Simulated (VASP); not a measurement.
# LaH3 (I4/mmm) in VASP: settings compared

Aim: see how the results for LaH3 move with the level of theory and the settings. Levels: r2SCAN, r2SCAN+D3(BJ). Tasks: single point, relaxation of shape and atoms at fixed volume.

Program: VASP 6.6.1. These are calculated values, not measurements. Logs are shortened: lines on timing, memory, paths and dates and some standing lists are left out, and cuts for length are marked.

## Step 1: The cell of the first run

It takes space group I4/mmm (No. 139, tetragonal). The conventional cell has a = 3.892 Å, b = 3.892 Å, c = 5.594 Å, α = 90.00°, β = 90.00°, γ = 90.00°. Within 3.2 Å of H (site symmetry -4m2) lie 10 H at 2.40 to 2.80 Å and 4 La at 2.40 Å. Within 3.2 Å of H (site symmetry 4/mmm) lie 8 H at 2.40 Å and 6 La at 2.75 to 2.80 Å. Within 3.2 Å of La (site symmetry 4/mmm) lie 14 H at 2.40 to 2.80 Å.

## Step 2: Single point, r2SCAN (volume scaled by 0.98)

POSCAR

```
LaH3
1.0
   -1.9461668103      1.9461668103      2.7970058160
    1.9461668103     -1.9461668103      2.7970058160
    1.9461668103      1.9461668103     -2.7970058160
H La
3 1
Direct
    0.7500000000      0.2500000000      0.5000000000
    0.2500000000      0.7500000000      0.5000000000
    0.5000000000      0.5000000000      0.0000000000
    0.0000000000      0.0000000000      0.0000000000
```

INCAR.step1

```
SYSTEM = LaH3
ALGO = Normal ; EDIFF = 1E-4
ENCUT = 520 ; GGA = PE
ISMEAR = 0 ; LASPH = .TRUE.
LCHARG = .FALSE. ; LREAL = .FALSE.
LWAVE = .TRUE. ; NBANDS = 15
NELM = 60 ; PREC = Accurate
SIGMA = 0.05
```

INCAR.step2

```
SYSTEM = LaH3
ALGO = Normal ; EDIFF = 1E-7
ENCUT = 520 ; ISIF = 2
ISMEAR = 0 ; ISTART = 1
LASPH = .TRUE. ; LCHARG = .FALSE.
LMIXTAU = .TRUE. ; LREAL = .FALSE.
LWAVE = .FALSE. ; METAGGA = R2SCAN
NBANDS = 15 ; NELM = 60
PREC = Accurate ; SIGMA = 0.05
```

KPOINTS

```
k-points
0
G
  8 8 8
  0 0 0
```

Potentials or basis: VASP PAW PBE potentials, release 64 (H, La).

On the command line:

```
> cat potpaw_PBE.64/H/POTCAR potpaw_PBE.64/La/POTCAR > POTCAR
> cp INCAR.step1 INCAR
> mpirun -np 1 vasp_std > vasp.out
> cp INCAR.step2 INCAR
> mpirun -np 1 vasp_std > vasp.out
```

OUTCAR:

```text
SYSTEM = LaH3
   EDIFF = 1E-7
   ENCUT = 520
   ISIF = 2
   ISMEAR = 0
   ISTART = 1
   LASPH = .TRUE.
   LREAL = .FALSE.
   METAGGA = R2SCAN
   NELM = 60
   PREC = Accurate

 ion  position               nearest neighbor table
   1  0.750  0.250  0.500-
   2  0.250  0.750  0.500-
   3  0.500  0.500  0.000-
   4  0.000  0.000  0.000-

  LATTYP: Found a body centered tetragonal cell.
 ALAT       =     3.8923336206
 C/A-ratio  =     1.4371870906

  Lattice vectors:

 A1 = (  -1.9461668103,   1.9461668103,   2.7970058160)
 A2 = (   1.9461668103,  -1.9461668103,   2.7970058160)
 A3 = (   1.9461668103,   1.9461668103,  -2.7970058160)

Analysis of symmetry for initial positions (statically):
=====================================================================
 Subroutine PRICEL returns:
 Original cell was already a primitive cell.

 Routine SETGRP: Setting up the symmetry group for a
 body centered tetragonal supercell.

 Subroutine GETGRP returns: Found 16 space group operations
 (whereof 16 operations were pure point group operations)
 out of a pool of 16 trial point group operations.

The static configuration has the point symmetry D_4h.

Analysis of symmetry for dynamics (positions and initial velocities):
=====================================================================
 Subroutine PRICEL returns:
 Original cell was already a primitive cell.

 Routine SETGRP: Setting up the symmetry group for a
 body centered tetragonal supercell.

 Subroutine GETGRP returns: Found 16 space group operations
 (whereof 16 operations were pure point group operations)
 out of a pool of 16 trial point group operations.

The dynamic configuration has the point symmetry D_4h.

 Subroutine INISYM returns: Found 16 space group operations
 (whereof 16 operations are pure point group operations),
 and found     1 'primitive' translations

----------------------------------------------------------------------------------------

                                     Primitive cell

  volume of cell :      42.3754

  direct lattice vectors                    reciprocal lattice vectors
    -1.946166810  1.946166810  2.797005816     0.000000000  0.256915285  0.178762589
     1.946166810 -1.946166810  2.797005816     0.256915285  0.000000000  0.178762589
     1.946166810  1.946166810 -2.797005816     0.256915285  0.256915285  0.000000000

  length of vectors
     3.924075948  3.924075948  3.924075948     0.312988061  0.312988061  0.363333080

  position of ions in fractional coordinates (direct lattice)
     0.750000000  0.250000000  0.500000000
     0.250000000  0.750000000  0.500000000
     0.500000000  0.500000000  0.000000000
     0.000000000  0.000000000  0.000000000

  ion indices of the primitive-cell ions
   primitive index   ion index
                 1           1
                 2           2
                 3           3
                 4           4

----------------------------------------------------------------------------------------

 KPOINTS: k-points

Automatic generation of k-mesh.
 Grid dimensions read from file:
 generate k-points for:    8    8    8

 Generating k-lattice:

  Cartesian coordinates                     Fractional coordinates (reciprocal lattice)
     0.000000000  0.032114411  0.022345324     0.125000000  0.000000000  0.000000000
     0.032114411  0.000000000  0.022345324     0.000000000  0.125000000  0.000000000
     0.032114411  0.032114411  0.000000000     0.000000000  0.000000000  0.125000000

  Length of vectors
     0.039123508  0.039123508  0.045416635

  Shift w.r.t. Gamma in fractional coordinates (k-lattice)
     0.000000000  0.000000000  0.000000000

 Subroutine IBZKPT returns following result:
 ===========================================

 Found     59 irreducible k-points:

 Following reciprocal coordinates:
            Coordinates               Weight
  0.000000  0.000000  0.000000      1.000000
  0.125000  0.000000  0.000000      8.000000
  0.250000  0.000000  0.000000      8.000000
  0.375000  0.000000  0.000000      8.000000
  0.500000  0.000000  0.000000      4.000000
  0.125000  0.125000  0.000000      8.000000
[... 16 lines left out ...]
  0.250000  0.125000  0.125000     16.000000
  0.375000  0.125000  0.125000      8.000000
 [... further k-points ...]
   k-points           NKPTS =     59   k-points in BZ     NKDIM =     59   number of bands    NBANDS=     15
   number of dos      NEDOS =    301   number of ions     NIONS =      4
   total plane-waves  NPLWV =  27000
   dimension x,y,z NGX =    30 NGY =   30 NGZ =   30
   dimension x,y,z NGXF=    60 NGYF=   60 NGZF=   60
   ions per type =               3   1
   NGX,Y,Z   is equivalent  to a cutoff of  12.71, 12.71, 12.71 a.u.
   NGXF,Y,Z  is equivalent  to a cutoff of  25.42, 25.42, 25.42 a.u.
 SYSTEM =  LaH3
   PREC   = accura    normal or accurate (medium, high low for compatibility)
   ISTART =      1    job   : 0-new  1-cont  2-samecut
[... 66 lines left out ...]
      2      -9.3524      2.00000
      3      -9.3454      2.00000
      4      -9.3454      2.00000
      5      -0.4071      2.00000
      6       4.6261      2.00000
      7       8.2591      1.32837
      8       8.4633      0.00000
      9       8.5747      0.00000
     10       8.5747      0.00000
     11       9.5758      0.00000
     12       9.6088      0.00000
     13       9.6088      0.00000
     14      10.2625      0.00000
     15      10.2669      0.00000

 k-point     2 :       0.1250    0.0000    0.0000
  band No.  band energies     occupation
      1     -26.5645      2.00000
      2      -9.5560      2.00000
      3      -9.3712      2.00000
      4      -9.3633      2.00000
      5      -0.0107      2.00000
      6       4.1432      2.00000
      7       7.5253      2.00000
      8       8.6090      0.00000
      9       8.6929      0.00000
     10       9.2065      0.00000
     11       9.5523      0.00000
     12       9.5778      0.00000
     13      10.0526      0.00000
     14      10.2505      0.00000
     15      10.2600      0.00000

 k-point     3 :       0.2500    0.0000    0.0000
  band No.  band energies     occupation
      1     -26.5144      2.00000
      2     -10.0144      2.00000
      3      -9.4215      2.00000
      4      -9.4058      2.00000
      5       0.8834      2.00000
      6       3.4979      2.00000
      7       6.4660      2.00000
      8       8.6528      0.00000
      9       8.7678      0.00000
     10       9.5664      0.00000
     11       9.5838      0.00000
     12       9.9068      0.00000
     13      10.1749      0.00000
     14      10.2083      0.00000
     15      10.2730      0.00000

 k-point     4 :       0.3750    0.0000    0.0000
  band No.  band energies     occupation
      1     -26.4635      2.00000
      2     -10.4255      2.00000
      3      -9.4708      2.00000
      4      -9.4476      2.00000
      5       1.5029      2.00000
      6       3.4588      2.00000
      7       5.7736      2.00000
      8       8.4386      0.00000
      9       8.5757      0.00000
     10       9.6772      0.00000
     11       9.6837      0.00000
     12      10.0835      0.00000
     13      10.1321      0.00000
     14      10.1510      0.00000
     15      10.2783      0.00000
[... 307 lines left out ...]
 k-point    22 :       0.1250    0.1250    0.1250
  band No.  band energies     occupation
      1     -26.4761      2.00000
      2     -10.1184      2.00000
      3      -9.6364      2.00000
      4      -9.4828      2.00000
      5       1.6277      2.00000
      6       3.0205      2.00000
      7       5.1752      2.00000
      8       9.1724      0.00000
      9       9.2625      0.00000
     10       9.7329      0.00000
     11       9.7919      0.00000
     12       9.9783      0.00000
     13      10.0392      0.00000
     14      10.2521      0.00000
     15      10.6882      0.00000

 k-point    23 :       0.2500    0.1250    0.1250
  band No.  band energies     occupation
      1     -26.4348      2.00000
      2     -10.3246      2.00000
      3      -9.7765      2.00000
      4      -9.5424      2.00000
      5       2.2704      2.00000
      6       3.0780      2.00000
      7       4.3182      2.00000
      8       9.0256      0.00000
      9       9.5233      0.00000
     10       9.7173      0.00000
     11       9.8341      0.00000
     12      10.0548      0.00000
     13      10.0727      0.00000
     14      10.1713      0.00000
     15      10.5677      0.00000

 k-point    24 :       0.3750    0.1250    0.1250
  band No.  band energies     occupation
      1     -26.4176      2.00000
      2     -10.4102      2.00000
      3      -9.8234      2.00000
      4      -9.5746      2.00000
      5       2.3933      2.00000
      6       3.2794      2.00000
      7       4.0785      2.00000
      8       8.9248      0.00000
      9       9.5505      0.00000
     10       9.7258      0.00000
     11       9.8117      0.00000
     12      10.0796      0.00000
     13      10.1147      0.00000
     14      10.1172      0.00000
     15      10.5123      0.00000

 [... further k-points ...]
[... 5 lines left out ...]
  --------------------------------------------------------------------------------------
  -------------------------------------------------------------------------------------
  Total        0.3762099      0.3762099      0.3417104      0.0000000     -0.0000000     -0.0000000
  in kB       14.2241843     14.2241843     12.9197865      0.0000000     -0.0000000     -0.0000000
  external PRESSURE =      13.7893850 kB  Pullay stress =       0.0000000 kB

 VOLUME and BASIS-vectors are now :
 -----------------------------------------------------------------------------
  energy-cutoff  :      520.00
  volume of cell :       42.38
      direct lattice vectors                 reciprocal lattice vectors
    -1.946166810  1.946166810  2.797005816     0.000000000  0.256915285  0.178762589
     1.946166810 -1.946166810  2.797005816     0.256915285  0.000000000  0.178762589
     1.946166810  1.946166810 -2.797005816     0.256915285  0.256915285  0.000000000

 POSITION                                       TOTAL-FORCE (eV/Angst)
 -----------------------------------------------------------------------------------
      0.00000      1.94617      1.39850        -0.000000     -0.000000      0.000000
      1.94617      0.00000      1.39850         0.000000      0.000000      0.000000
      0.00000      0.00000      2.79701         0.000000      0.000000     -0.000000
      0.00000      0.00000      0.00000        -0.000000      0.000000     -0.000000
 -----------------------------------------------------------------------------------
    total drift:                                0.000000      0.000000      0.000000

  FREE ENERGIE OF THE ION-ELECTRON SYSTEM (eV)
  ---------------------------------------------------
  free  energy   TOTEN  =       -42.8444716812 eV

  energy  without entropy=      -42.8443361451  energy(sigma->0) =      -42.84440391
```

It took 1.8 min on 1 thread of Intel Xeon 6975P-C (Granite Rapids), shared host; peak memory 0.2 GiB.

Results:

```yaml
Free_energy: -42.8445 eV
Pressure: 1.4 GPa
Band_gap_on_the_k_mesh: 0.06 eV, indirect (least direct gap 0.20 eV)
```

Stress tensor (GPa, compression positive):
```
1.42 0.00 0.00
0.00 1.42 0.00
0.00 0.00 1.29
```

Levels at points of the mesh, in eV from the valence-band top:
```
           k point  band 4  band 5  band 6  band 7  band 8  band 9  band 10  band 11
(0.00, 0.00, 0.00)  -17.60   -8.67   -3.63    0.00    0.20    0.32     0.32     1.32
(0.50, 0.00, 0.00)  -17.72   -6.66   -4.60   -2.67    0.06    0.20     1.46     1.46
(0.50, 0.50, 0.00)  -17.97   -6.33   -5.98   -3.61    1.43    1.46     1.58     1.78
(0.50, 0.50, 0.50)  -17.95   -6.23   -5.96   -3.68    1.45    1.45     1.60     1.76
```

Caveat: the cell differs from its parent crystal (volume scaled by 0.98); the PAW data sets were made with another functional, which shifts forces and pressure a little; spin-orbit coupling is left out, which moves the levels of the heavy elements. A k mesh can miss the band edges.

## Step 3: Single point, r2SCAN+D3(BJ)

This run uses another cell than the first one, of 10.70 Å³/atom, 1.010 times its volume.

POSCAR

```
LaH3
1.0
   -1.9523518947      1.9523518947      2.8058949395
    1.9523518947     -1.9523518947      2.8058949395
    1.9523518947      1.9523518947     -2.8058949395
H La
3 1
Direct
    0.7500000000      0.2500000000      0.5000000000
    0.2500000000      0.7500000000      0.5000000000
    0.5000000000      0.5000000000      0.0000000000
    0.0000000000      0.0000000000      0.0000000000
```

INCAR.step1

```
SYSTEM = LaH3
PREC = Accurate
ENCUT = 520
ISMEAR = 0
SIGMA = 0.05
LREAL = .FALSE.
LASPH = .TRUE.
NELM = 60
NBANDS = 15
GGA = PE
ALGO = Normal
EDIFF = 1E-4
LWAVE = .TRUE.
LCHARG = .FALSE.
```

INCAR.step2

```
SYSTEM = LaH3
PREC = Accurate
ENCUT = 520
EDIFF = 1E-7
ISMEAR = 0
SIGMA = 0.05
LREAL = .FALSE.
LASPH = .TRUE.
NELM = 60
ALGO = Normal
ISIF = 2
LWAVE = .FALSE.
LCHARG = .TRUE.
METAGGA = R2SCAN
LMIXTAU = .TRUE.
IVDW = 12
VDW_S6 = 1.0
VDW_S8 = 0.78981345
VDW_A1 = 0.49484001
VDW_A2 = 5.73083694
LELF = .TRUE.
LVHAR = .TRUE.
NBANDS = 15
ISTART = 1
```

KPOINTS

```
regular mesh
0
G
  8 8 8
  0 0 0
```

Potentials or basis: VASP PAW PBE potentials, release 64 (H, La).

On the command line:

```
> cat potpaw_PBE.64/H/POTCAR potpaw_PBE.64/La/POTCAR > POTCAR
> cp INCAR.step1 INCAR
> mpirun -np 1 vasp_std > vasp.out
> cp INCAR.step2 INCAR
> mpirun -np 1 vasp_std > vasp.out
```

It took 1.7 min on 1 thread of Intel Xeon 6975P-C (Granite Rapids), shared host; peak memory 0.21 GiB.

The run converged. Its results:

```
Free energy                : -43.1836 eV
Pressure                   : -0.7 GPa
Band gap on the k mesh     : 0.08 eV, indirect (least direct gap 0.22 eV)
Dispersion energy per atom : -0.084 eV
```

Stress tensor (GPa, compression positive):
```
-0.68  0.00  0.00
 0.00 -0.68  0.00
 0.00  0.00 -0.81
```

Levels at points of the mesh, in eV from the valence-band top:
```
           k point  band 3  band 4  band 5  band 6  band 7  band 8  band 9  band 10  band 11  band 12
(0.00, 0.00, 0.00)  -17.63  -17.63   -8.62   -3.60    0.00    0.22    0.33     0.33     1.30     1.34
(0.50, 0.00, 0.00)  -17.77  -17.74   -6.62   -4.60   -2.65    0.08    0.22     1.44     1.45     1.83
(0.50, 0.50, 0.00)  -18.00  -17.98   -6.27   -5.92   -3.62    1.41    1.44     1.56     1.76     1.77
(0.50, 0.50, 0.50)  -17.96  -17.96   -6.18   -5.91   -3.70    1.44    1.44     1.58     1.74     1.75
```

Caveat: three body term missing; the PAW data sets were made with another functional, which shifts forces and pressure a little; spin-orbit coupling is left out, which moves the levels of the heavy elements.

## Step 4: Relaxation of shape and atoms at fixed volume, r2SCAN (volume scaled by 1.04)

POSCAR

```
LaH3
1.0
   -1.9851004283      1.9851004283      2.8529607093
    1.9851004283     -1.9851004283      2.8529607093
    1.9851004283      1.9851004283     -2.8529607093
H La
3 1
Direct
    0.7500000000      0.2500000000      0.5000000000
    0.2500000000      0.7500000000      0.5000000000
    0.5000000000      0.5000000000      0.0000000000
    0.0000000000      0.0000000000      0.0000000000
```

INCAR.step1

```
SYSTEM = LaH3
ALGO     = Normal         ! electronic algorithm
EDIFF    = 1E-4           ! SCF threshold, eV
ENCUT    = 600            ! plane-wave cutoff, eV
GGA      = PE             ! functional
ISMEAR   = 0              ! smearing method
LASPH    = .TRUE.         ! aspherical terms in the spheres
LCHARG   = .FALSE.        ! write CHGCAR
LREAL    = .FALSE.        ! projectors in reciprocal space
LWAVE    = .TRUE.         ! write WAVECAR
NELM     = 100            ! most SCF steps
PREC     = Accurate       ! precision mode
SIGMA    = 0.05           ! smearing width, eV
```

INCAR.step2

```
SYSTEM = LaH3
ALGO     = Normal         ! electronic algorithm
EDIFF    = 1E-7           ! SCF threshold, eV
EDIFFG   = -0.01          ! ionic threshold
ENCUT    = 600            ! plane-wave cutoff, eV
IBRION   = 2              ! ionic algorithm
ISIF     = 4              ! what is computed and relaxed
ISMEAR   = 0              ! smearing method
ISTART   = 1            
LASPH    = .TRUE.         ! aspherical terms in the spheres
LCHARG   = .FALSE.        ! write CHGCAR
LMIXTAU  = .TRUE.       
LREAL    = .FALSE.        ! projectors in reciprocal space
LWAVE    = .FALSE.        ! write WAVECAR
METAGGA  = R2SCAN         ! meta-GGA
NELM     = 100            ! most SCF steps
NSW      = 60             ! ionic steps
PREC     = Accurate       ! precision mode
SIGMA    = 0.05           ! smearing width, eV
```

KPOINTS

```
k-points
0
G
  8 8 8
  0 0 0
```

On the command line:

```
> cat potpaw_PBE.64/H/POTCAR potpaw_PBE.64/La/POTCAR > POTCAR
> cp INCAR.step1 INCAR
> mpirun -np 1 vasp_std > vasp.out
> cp INCAR.step2 INCAR
> mpirun -np 1 vasp_std > vasp.out
```

Wall time 5.7 min (1 thread of Oxide Virtual Turin-like, shared host); peak memory 0.2 GiB.

The run converged. Its results:

* Free energy: -42.8324 eV
* Pressure after relaxing: -3.1 GPa
* Band gap on the k mesh: 0.17 eV, indirect (least direct gap 0.29 eV)

Stress tensor (GPa, compression positive):
```
-3.05  0.00  0.00
 0.00 -3.05  0.00
 0.00  0.00 -3.17
```

Final structure:
```
H La
1.0
    -1.98510    1.98510    2.85296
     1.98510   -1.98510    2.85296
     1.98510    1.98510   -2.85296
H La
3 1
Direct
  0.75000 0.25000 0.50000
  0.25000 0.75000 0.50000
  0.50000 0.50000 0.00000
  0.00000 0.00000 0.00000
```

Levels at points of the mesh, in eV from the valence-band top:
```csv
k point,band 3,band 4,band 5,band 6,band 7,band 8,band 9,band 10,band 11
"(0.00, 0.00, 0.00)",-17.74,-17.74,-8.39,-3.43,0.00,0.29,0.39,0.39,1.23
"(0.50, 0.00, 0.00)",-17.86,-17.84,-6.37,-4.59,-2.51,0.17,0.30,1.35,1.36
"(0.50, 0.50, 0.00)",-18.06,-18.04,-6.00,-5.63,-3.68,1.32,1.35,1.46,1.63
"(0.50, 0.50, 0.50)",-18.02,-18.02,-5.90,-5.62,-3.76,1.34,1.34,1.48,1.62
```

Caveat: the cell differs from its parent crystal (volume scaled by 1.04); the relaxation stopped at its first step, so nothing moved; the PAW data sets were made with another functional, which shifts forces and pressure a little; spin-orbit coupling is left out, which moves the levels of the heavy elements. A k mesh can miss the band edges.

## Step 5: Summary

```tsv
task	level	cell	cutoff (eV)	gap on the mesh (eV)	pressure (GPa)
single point	r2SCAN	a = 3.924 Å, angles 120.5, 120.5, 89.1°, 4 atoms	520	0.06	1.4
single point	r2SCAN+D3(BJ)	a = 3.937 Å, angles 120.5, 120.5, 89.1°, 4 atoms	520	0.08	-0.7
relaxation of shape and atoms at fixed volume	r2SCAN	relaxed from a = 4.003 Å, angles 120.5, 120.5, 89.1°, 4 atoms	600	0.17	-3.1
```

Alike in all rows: potentials or basis VASP PAW PBE potentials, release 64 (H, La); no spin polarisation; k mesh 8 × 8 × 8; smearing gaussian 0.05 eV.

Caveats: the PAW data sets were made with another functional, which shifts forces and pressure a little; spin-orbit coupling is left out, which moves the levels of the heavy elements; three body term missing (some runs); the relaxation stopped at its first step, so nothing moved (some runs).

Total energies depend on the potentials used, so only differences within one code and one set of settings carry meaning.
